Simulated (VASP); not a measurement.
Here is a VASP 6.6.1 calculation.

INCAR

```
PREC = Accurate
ENCUT = 520
EDIFF = 1E-6
ISMEAR = -1
SIGMA = 0.02
LREAL = F
LASPH = T
NELM = 60
ALGO = Normal
ISIF = 2
LWAVE = F
LCHARG = F
GGA = PS
NBANDS = 28
```

The input KPOINTS:

```
Automatic mesh
0
Gamma
  6 6 4
```

File POSCAR:

```
PbS
1.0
    4.9458695623      0.0000000000      0.0000000000
   -2.4729347812      4.2832486848      0.0000000000
    0.0000000000      0.0000000000      5.9328531144
Pb S
2 2
Direct
    0.3333333333      0.6666666667     -0.0626757113
    0.6666666667      0.3333333333      0.4373242887
    0.3333333333      0.6666666667      0.4376757113
    0.6666666667      0.3333333333      0.9376757113
```

Potentials or basis: VASP PAW PBE potentials, release 64 (Pb_d, S).

The run is started by

```console
$ cat potpaw_PBE.64/Pb_d/POTCAR potpaw_PBE.64/S/POTCAR > POTCAR
$ mpirun -np 1 vasp_std > vasp.out
```

**Question.** Estimate the band gap on the k mesh.

**Answer.** 1.29 eV, direct.

**Question.** What does it give for the pressure?

**Answer.** 0.0 GPa.

Caveat: the PAW data sets were made with another functional, which shifts forces and pressure a little; spin-orbit coupling is left out, which moves the levels of the heavy elements. A k mesh can miss the band edges.
